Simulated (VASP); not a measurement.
A run of VASP 6.6.1 is set up as follows.

The input INCAR:

```
SYSTEM = Ta
PREC = Accurate
ENCUT = 520
EDIFF = 1E-7
ISMEAR = 0
SIGMA = 0.1
LREAL = .False.
LASPH = .True.
NELM = 60
ALGO = Normal
ISIF = 2
LWAVE = .False.
LCHARG = .True.
GGA = PE
LELF = .True.
LVHAR = .True.
NBANDS = 12
```

Contents of KPOINTS:

```
Automatic mesh
0
Gamma
  8 8 8
  0 0 0
```

The input POSCAR:

```
Ta
1.0
   -1.6541756522      1.6541756522      1.6536989761
    1.6541756522     -1.6541756522      1.6536989761
    1.6541756522      1.6541756522     -1.6536989761
Ta
1
Direct
    0.5000000000      0.5000000000      0.0000000000
```

Potentials or basis: VASP PAW PBE potentials, release 64 (Ta_pv).

Command:

```sh
$ cat potpaw_PBE.64/Ta_pv/POTCAR > POTCAR
$ mpirun -np 1 vasp_std > vasp.out
```

Problem. Predict the pressure.

Solution. 0.1 GPa.

Problem. What does it give for the band gap on the k mesh?

Solution. Zero (an odd number of electrons rules out a gap without spin polarisation).

Caveat: spin-orbit coupling is left out, which moves the levels of the heavy elements.
